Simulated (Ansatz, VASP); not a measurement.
## One calculation of Ru, two programs

```
CELL_PARAMETERS angstrom
2.69184 0.00000 0.00000
-1.34592 2.33120 0.00000
0.00000 0.00000 8.63991
ATOMIC_POSITIONS crystal
Ru 0.00000 0.00000 0.00000
Ru 0.00000 0.00000 0.50000
Ru 0.33333 0.66667 0.25000
Ru 0.66667 0.33333 0.75000
```

Alike in both runs: functional r2SCAN; k mesh 13 × 13 × 4; occupations fermi-dirac, width 0.1 eV; no spin polarisation.

Ansatz relaxed the structure, and its values are those at the end. VASP's run is a single point on that final structure, the one shown.

```csv
,VASP,Ansatz
version,VASP 6.6.1,Ansatz 0.2.0
potentials or method,"VASP PAW PBE potentials, release 64 (Ru_sv), cutoff 620 eV","plane waves (500 eV) with PAW, scalar-relativistic"
valence electrons in the cell,64,64
```

Ansatz gave:

```
pressure (GPa) : 0.0
```

Problem. Estimate VASP's values.

Solution. Pressure (GPa): 0.1.

VASP's potentials were made for PBE, not for r2SCAN.
